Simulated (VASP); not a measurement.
Here is a VASP 6.6.1 calculation.

Contents of INCAR:

```
SYSTEM = GeW
PREC = Accurate
ENCUT = 600
EDIFF = 1E-6
ISMEAR = 0
SIGMA = 0.2
LREAL = .FALSE.
LASPH = .TRUE.
NELM = 60
ALGO = Normal
ISIF = 3
LWAVE = .FALSE.
LCHARG = .FALSE.
GGA = PE
IBRION = 2
NSW = 80
EDIFFG = -0.025
```

File KPOINTS:

```
regular mesh
0
G
  8 8 4
  0 0 0
```

POSCAR

```
GeW
1.0
    0.0441562780      3.2101985595      0.0341172795
   -0.0156744984      0.0341530101      3.1164413739
    6.2425877058      0.0883125561     -0.0313161997
Ge W
2 2
Direct
    0.9802997350     -0.0281642561      0.5204329936
    0.0093613803      0.0025018077      0.0020771616
    0.5063430020      0.5098463426      0.2242020584
    0.5039958826      0.5158161057      0.7532877863
```

Potentials or basis: VASP PAW PBE potentials, release 64 (Ge_d, W_sv).

The run is started by

```sh
$ cat potpaw_PBE.64/Ge_d/POTCAR potpaw_PBE.64/W_sv/POTCAR > POTCAR
$ mpirun -np 1 vasp_std > vasp.out
```

(1) Predict the relaxed cell.

(2) Estimate the band gap on the k mesh.

(3) Estimate the relaxed volume.

Results:

(1) a = 3.138 Å, b = 3.138 Å, c = 6.277 Å, α = 90.04°, β = 89.99°, γ = 89.96°.

(2) zero (bands 28 and 29 overlap by 2.21 eV).

(3) 15.45 Å³/atom.

Caveat: spin-orbit coupling is left out, which moves the levels of the heavy elements.
